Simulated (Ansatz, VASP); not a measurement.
**Two plane-wave programs on BaTiO3**

```
Ba Ti O
1.0
     4.04699    0.00000    0.00000
     0.00000    4.04699    0.00000
     0.00000    0.00000    4.04699
Ba Ti O
1 1 3
Direct
  0.50000 0.50000 0.50000
  0.00000 0.00000 0.00000
  0.50000 0.00000 0.00000
  0.00000 0.50000 0.00000
  0.00000 0.00000 0.50000
```

Alike in both runs: functional r2SCAN; k mesh 8 × 8 × 8; occupations fermi-dirac, width 0.02 eV; no spin polarisation.

Ansatz relaxed the structure, and its values are those at the end. VASP's run is a single point on that final structure, the one shown.

|  | VASP | Ansatz |
| --- | --- | --- |
| version | VASP 6.6.1 | Ansatz 0.2.0 |
| potentials or method | VASP PAW PBE potentials, release 64 (Ba_sv, Ti_sv, O), cutoff 520 eV | PAW plane waves |
| valence electrons in the cell | 40 | 40 |

VASP gave:

| Item | Value |
| --- | --- |
| gap on the k mesh at the Fermi level (eV) | 2.06 |
| pressure (GPa) | -4.8 |

Q: What did Ansatz give for the same quantities?

A: gap on the k mesh at the Fermi level (eV): 2.08; pressure (GPa): -6.5.

VASP's potentials were made for PBE, not for r2SCAN. Ansatz's warnings: stress scf threshold loose.

Spin-orbit coupling is off throughout.
